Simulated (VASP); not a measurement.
A run of VASP 6.6.1 is set up as follows.

The input POSCAR:

```
LiCl
1.0
    0.0000000000      2.6772505036      2.6772505036
    2.6772505036      0.0000000000      2.6772505036
    2.6772505036      2.6772505036      0.0000000000
Li Cl
1 1
Direct
    0.0000000000      0.0000000000      0.0000000000
    0.2500000000      0.2500000000      0.2500000000
```

Contents of INCAR.step1:

```
PREC = Accurate
ENCUT = 520
ISMEAR = 0
SIGMA = 0.01
LREAL = F
LASPH = T
NELM = 100
NBANDS = 12
GGA = PE
ALGO = Normal
EDIFF = 1E-4
LWAVE = T
LCHARG = F
```

The input INCAR.step2:

```
PREC = Accurate
ENCUT = 520
EDIFF = 1E-6
ISMEAR = 0
SIGMA = 0.01
LREAL = F
LASPH = T
NELM = 100
ALGO = Normal
ISIF = 2
LWAVE = F
LCHARG = F
METAGGA = R2SCAN
LMIXTAU = T
NBANDS = 12
ISTART = 1
```

Contents of KPOINTS:

```
regular mesh
0
Gamma
  6 6 6
```

Potentials or basis: VASP PAW PBE potentials, release 64 (Li_sv, Cl).

Command:

```console
$ cat potpaw_PBE.64/Li_sv/POTCAR potpaw_PBE.64/Cl/POTCAR > POTCAR
$ cp INCAR.step1 INCAR
$ mpirun -np 1 vasp_std > vasp.out
$ cp INCAR.step2 INCAR
$ mpirun -np 1 vasp_std > vasp.out
```

**Question.** What does it give for the band gap on the k mesh?

**Answer.** 7.01 eV, direct.

 A k mesh can miss the band edges.
